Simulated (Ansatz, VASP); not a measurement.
# Te: VASP beside Ansatz

```
Te
1.0
     3.93132    0.00000    0.00000
    -1.96566    3.40462    0.00000
     0.00000    0.00000    4.41532
Te
2
Direct
  0.66667 0.33333 0.25000
  0.33333 0.66667 0.75000
```

Alike in both runs: functional PBE; dispersion D3(BJ); k mesh 18 × 18 × 12; occupations gaussian, width 0.1 eV; no spin polarisation.

Ansatz relaxed the structure, and its values are those at the end. VASP's run is a single point on that final structure, the one shown.

|  | VASP | Ansatz |
| --- | --- | --- |
| version | VASP 6.6.1 | Ansatz 0.2.0 |
| potentials or method | VASP PAW PBE potentials, release 64 (Te), cutoff 520 eV | scalar-relativistic, plane waves, PAW |
| valence electrons in the cell | 12 | 32 |

|  | VASP | Ansatz | Ansatz less VASP |
| --- | --- | --- | --- |
| gap on the k mesh at the Fermi level (eV) | none | none | - |
| pressure (GPa) | -0.1 | 0.0 | +0.07 |

A gap of «none» marks a metal or a gap that the smearing closes. VASP's potentials hold 12 valence electrons a cell and Ansatz's 32, so a difference there can come from the potentials and not from the codes.

Neither program's run includes spin-orbit coupling.
